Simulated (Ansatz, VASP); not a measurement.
**One calculation of Ru, two programs**

Contents of INCAR:

```
  PREC = Accurate
  ENCUT = 600
  EDIFF = 1E-6
  ISMEAR = -1
  SIGMA = 0.1
  LREAL = False
  LASPH = True
  NELM = 60
  ALGO = Normal
  ISIF = 3
  LWAVE = False
  LCHARG = False
  GGA = B5
  ALDAX = 1.0
  AGGAX = 1.0
  AGGAC = 1.0
  ALDAC = 0.0
  IBRION = 2
  NSW = 80
  EDIFFG = -0.01
```

File KPOINTS:

```
regular mesh
0
Gamma
  9 9 12
```

Contents of POSCAR:

```
Ru
1.0
    4.2469224303      0.0000000000      0.0000000000
   -2.1234612151      3.6779427125      0.0000000000
    0.0000000000      0.0000000000      2.6033634498
Ru
3
Direct
    0.0000000000      0.0000000000      0.0000000000
    0.3333333333      0.6666666667      0.5000000000
    0.6666666667      0.3333333333      0.5000000000
```

Input for Ansatz:

```yaml
crystal:
  lattice:
    - [4.2469224303, 0.0, 0.0]
    - [-2.1234612151, 3.6779427125, 0.0]
    - [0.0, 0.0, 2.6033634498]
  atoms:
    - { symbol: Ru, position: [0.0, 0.0, 0.0] }
    - { symbol: Ru, position: [0.3333333333, 0.6666666667, 0.5] }
    - { symbol: Ru, position: [0.6666666667, 0.3333333333, 0.5] }
hamiltonian:
  xc: blyp
  pseudopotentials:
    kind: paw
    azcp:
      Ru: "pseudopotentials/Ru.paw.azcp"
basis:
  ecutwfc: 420
  fft_grid_basis: typed
kpoints:
  mp_grid: { grid: [9, 9, 12], shift: [0, 0, 0] }
magnetization:
  spin_polarized: false
scf:
  occupations: { method: fermi_dirac, width: 0.1 }
relax:
  max_steps: 60
  f_tol: 0.01
  cell: {}
```

Alike in both runs: task relaxation of cell and atoms; functional BLYP; k mesh 9 × 9 × 12; occupations fermi-dirac, width 0.1 eV; no spin polarisation.

|  | VASP | Ansatz |
| --- | --- | --- |
| version | VASP 6.6.1 | Ansatz 0.2.0 |
| potentials or method | VASP PAW PBE potentials, release 64 (Ru_pv), cutoff 600 eV | plane waves (420 eV) with PAW, scalar-relativistic |
| valence electrons in the cell | 42 | 48 |

VASP gave:

* relaxed volume (Å³/atom): 14.84
* relaxed cell length with the largest relative difference (Å): 4.336

Problem. Which values does Ansatz return?

Solution. Relaxed volume (Å³/atom): 14.80; relaxed cell length with the largest relative difference (Å): 4.332.

VASP's potentials were made for PBE, not for BLYP. VASP's potentials hold 42 valence electrons a cell and Ansatz's 48, so a difference there can come from the potentials and not from the codes.
